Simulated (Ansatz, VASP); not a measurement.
# Two plane-wave programs on MgO

```xyz
2
Lattice="-0.6725 1.8493 1.8493 1.8493 -0.6725 1.8493 1.8493 1.8493 -0.6725" Properties=species:S:1:pos:R:3 pbc="T T T"
Mg    0.0000    0.0000    0.0000
O     1.5130    1.5130    1.5130
```

Alike in both runs: task single point; functional PBE; k mesh 10 × 10 × 10; occupations gaussian, width 0.05 eV; no spin polarisation.

|  | VASP | Ansatz |
| --- | --- | --- |
| version | VASP 6.6.1 | Ansatz 0.2.0 |
| potentials or method | VASP PAW PBE potentials, release 64 (Mg, O), cutoff 520 eV | scalar-relativistic, plane waves, PAW |
| valence electrons in the cell | 8 | 16 |

|  | VASP | Ansatz | Ansatz less VASP |
| --- | --- | --- | --- |
| gap on the k mesh at the Fermi level (eV) | 2.42 | 2.44 | +0.021 |
| least direct gap on the mesh (eV) | 2.58 | 2.60 | +0.021 |
| pressure (GPa) | -2.3 | -1.6 | +0.69 |
| traceless stress, the component that is largest in VASP (GPa) | 8.75 | 8.70 | -0.047 |

VASP's potentials hold 8 valence electrons a cell and Ansatz's 16, so a difference there can come from the potentials and not from the codes.
